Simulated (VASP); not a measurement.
Wanted: the native input for a VASP 6.6.1 run.

```
Task                   : single point
Functional             : PBE
Potentials or basis    : VASP PAW PBE potentials, release 64 (Cl, O, N)
Cutoff                 : 520 eV
k mesh                 : 2 × 3 × 3
Occupations            : methfessel-paxton, width 0.15 eV
Spin                   : no spin polarisation
Dipole correction      : no
Further INCAR settings : LREAL = Auto; ALGO = Normal; EDIFF = 1e-06; NBANDS = 62
```

The structure of NClO6 lies in POSCAR:

```
NClO6
1.0
    7.6158590000      0.8854540000     -0.3603350000
    0.1851190000      5.4538530000     -0.3504630000
   -0.6392310000     -0.1239340000      5.8865060000
Cl O N
2 12 2
Direct
    0.1196163847      0.2800494686      0.6030261325
    0.7589821195      0.5313759651      0.7616082336
    0.6176666842      0.2981828337      0.1699192993
    0.2548311901      0.4332784912      0.2322485829
    0.2881549231      0.7730468261      0.4003637496
    0.7794598428      0.9362204271      0.6203335700
    0.2437058893      0.8008463299      1.0323600739
    0.4578027237      0.0675729888      0.6889747801
    0.3982634305      0.6382636486      0.6835820852
    0.9291871105      0.9278550300      0.3556924082
    0.6941006704      0.6770974433      0.2525306806
    0.0181402337      0.1608326535      0.0840285316
    0.4918600879      0.2806272011      0.4050703177
    0.9062749645      0.5923842613      0.1799786418
    0.4707335955      0.0207448760      0.1664389880
   -0.0317959313      0.9014629173      0.5051672778
```

One way to write it, as run:

INCAR

```
SYSTEM = NClO6
PREC = Accurate
ENCUT = 520
EDIFF = 1E-6
ISMEAR = 1
SIGMA = 0.15
LREAL = Auto
LASPH = .TRUE.
NELM = 100
ALGO = Normal
ISIF = 2
LWAVE = .FALSE.
LCHARG = .FALSE.
GGA = PE
NBANDS = 62
```

KPOINTS

```
Automatic mesh
0
G
  2 3 3
  0 0 0
```

Potentials or basis: VASP PAW PBE potentials, release 64 (Cl, O, N).

Command:

```console
$ cat potpaw_PBE.64/Cl/POTCAR potpaw_PBE.64/O/POTCAR potpaw_PBE.64/N/POTCAR > POTCAR
$ mpirun -np 1 vasp_std > vasp.out
```

Results of the run:

```
Pressure               : 1.5 GPa
Largest force          : 66.843 eV/Å
Band gap on the k mesh : zero (bands 48 and 49 overlap by 0.05 eV)
```

Caveat: the k points lie up to 0.42 Å⁻¹ apart; the standard files for N, O and F lose accuracy on very short bonds; atoms lie so close that the PAW spheres overlap strongly, which falsifies energies and pressures.

Wall time 2.3 min on 1 thread of Intel(R) Xeon(R) 6975P-C (Granite Rapids), with other jobs on the host, peak memory 0.38 GiB.
